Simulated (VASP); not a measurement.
Set up this calculation in VASP 6.6.1, as the native input.

* Task: single point
* Functional: PBE
* Potentials or basis: VASP PAW PBE potentials, release 64 (Y_sv, Mg, I)
* Cutoff: 520 eV
* k mesh: 6 × 6 × 2
* Occupations: gaussian, width 0.1 eV
* Spin: no spin polarisation
* Dipole correction: no
* Further INCAR settings: ALGO = Normal; EDIFF = 1e-06; NBANDS = 34

The structure of Y3Mg2I2 lies in POSCAR:

```
Y3Mg2I2
1.0
    5.5704312864      0.0000000000      0.0000000000
   -2.7852156432      4.8241350041      0.0000000000
    0.0000000000      0.0000000000     10.3084941526
Y Mg I
3 2 2
Direct
    0.0000000000      0.0000000000      0.3487703256
    0.0000000000      0.0000000000      0.6512296744
    0.0000000000      0.0000000000      0.0000000000
    0.3333333333      0.6666666667      0.5000000000
    0.6666666667      0.3333333333      0.5000000000
    0.3333333333      0.6666666667      0.0000000000
    0.6666666667      0.3333333333      0.0000000000
```

The input as run:

INCAR

```
PREC = Accurate
ENCUT = 520
EDIFF = 1E-6
ISMEAR = 0
SIGMA = 0.1
LREAL = F
LASPH = T
NELM = 80
ALGO = Normal
ISIF = 2
LWAVE = F
LCHARG = F
GGA = PE
NBANDS = 34
```

KPOINTS

```
Automatic mesh
0
Gamma
  6 6 2
```

Potentials or basis: VASP PAW PBE potentials, release 64 (Y_sv, Mg, I).

Run with:

```bash
$ cat potpaw_PBE.64/Y_sv/POTCAR potpaw_PBE.64/Mg/POTCAR potpaw_PBE.64/I/POTCAR > POTCAR
$ mpirun -np 1 vasp_std > vasp.out
```

Results of the run:

The pressure is 0.0 GPa and the largest force is 0.036 eV/Å.

Caveat: an odd number of electrons without spin polarisation forces a metal; a magnetic or distorted state may lie lower.

It took 2.1 min on 1 thread of Intel(R) Xeon(R) Platinum 8559C (Emerald Rapids) (shared host), peak memory 0.44 GiB.
